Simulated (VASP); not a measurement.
Wanted: the native input for a VASP 6.6.1 run.

```yaml
Task: relaxation of cell and atoms
Functional: PBE
Potentials_or_basis: VASP PAW PBE potentials, release 64 (Hg, Tl_d, Sn_d, Rb_sv)
Cutoff: 600 eV
k_mesh: 3 × 3 × 3
Occupations: fermi-dirac, width 0.1 eV
Spin: no spin polarisation
Dipole_correction: no
Further_INCAR_settings: ALGO = Normal; EDIFF = 1e-06; IBRION = 2; EDIFFG = -0.01; NSW = 60; ISIF = 3
```

The structure of Rb2Tl4SnHg lies in POSCAR:

```
Rb2Tl4SnHg
1.0
   -4.2876170000      4.2876170000      3.5964920000
    4.2876170000     -4.2876170000      3.5964920000
    4.2876170000      4.2876170000     -3.5964920000
Hg Tl Sn Rb
1 4 1 2
Direct
    0.0000000000      0.0000000000      0.0000000000
    0.4297000000      0.4297000000      0.3422000000
    0.5703000000      0.9125000000      0.0000000000
    0.0875000000      0.0875000000      0.6578000000
    0.9125000000      0.5703000000      0.0000000000
    0.5000000000      0.5000000000      0.0000000000
    0.0000000000      0.5000000000      0.5000000000
    0.5000000000      0.0000000000      0.5000000000
```

One way to write it, as run:

INCAR

```
  PREC = Accurate
  ENCUT = 600
  EDIFF = 1E-6
  ISMEAR = -1
  SIGMA = 0.1
  LREAL = F
  LASPH = T
  NELM = 100
  ALGO = Normal
  ISIF = 3
  LWAVE = F
  LCHARG = F
  GGA = PE
  IBRION = 2
  NSW = 60
  EDIFFG = -0.01
```

KPOINTS

```
regular mesh
0
Gamma
  3 3 3
```

Potentials or basis: VASP PAW PBE potentials, release 64 (Hg, Tl_d, Sn_d, Rb_sv).

Launch:

```bash
$ cat potpaw_PBE.64/Hg/POTCAR potpaw_PBE.64/Tl_d/POTCAR potpaw_PBE.64/Sn_d/POTCAR potpaw_PBE.64/Rb_sv/POTCAR > POTCAR
$ mpirun -np 1 vasp_std > vasp.out
```

It gave:

```
Relaxed volume                        : 37.46 Å³/atom
Relaxed cell                          : a = 7.505 Å, b = 7.505 Å, c = 7.505 Å, α = 119.83°, β = 119.83°, γ = 90.30°
Space group after relaxing (to 0.1 Å) : I-42m (No. 121)
Energy gained by relaxing             : 303.2 meV/atom
Ionic steps                           : 30
Pressure after relaxing               : 0.0 GPa
Largest force after relaxing          : 0.006 eV/Å
Band gap on the k mesh                : zero (bands 48 and 49 overlap by 0.21 eV)
```

Caveat: the k points lie up to 0.34 Å⁻¹ apart in the final cell; spin-orbit coupling is left out, which moves the levels of the heavy elements.

It took 26 min on 1 thread of Intel(R) Xeon(R) 6975P-C (Granite Rapids), on a shared host, peak memory 0.56 GiB.
